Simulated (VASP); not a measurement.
Crystal: NiO.

```
Ni O
1.0
     0.00000    2.09972    2.09972
     2.09972    0.00000    2.09972
     2.09972    2.09972    0.00000
Ni O
1 1
Direct
  0.00000 0.00000 0.00000
  0.50000 0.50000 0.50000
```

Base run:

```yaml
Program: VASP 6.6.1
Functional: PBEsol
Dispersion: D4
Potentials_or_basis: VASP PAW PBE potentials, release 64 (Ni, O)
Cutoff: 520 eV
k_mesh: 11 × 11 × 11
Occupations: fermi-dirac, width 0.05 eV
Spin: collinear spin, ferromagnetic start
Starting_moments: "[1.0, 0.0] μB"
```

Its results: pressure -13.0 GPa; net moment 1.42 μB per cell; site moments Ni +1.18; O +0.20 μB.

The run is repeated on the same cell with these changes: functional from PBEsol to RPBE; cutoff from 520 eV to 600 eV. What comes out?

Pressure 0.0 GPa; net moment 1.84 μB per cell; site moments Ni +1.51; O +0.28 μB.

RPBE binds less tightly than PBEsol, so the same cell stands under more pressure.

Caveats: the PAW data sets were made with another functional, which shifts forces and pressure a little; a cell with one magnetic atom can't hold antiferromagnetic order, which such compounds often take; pairwise dispersion overbinds metals, which lowers pressure and volume.
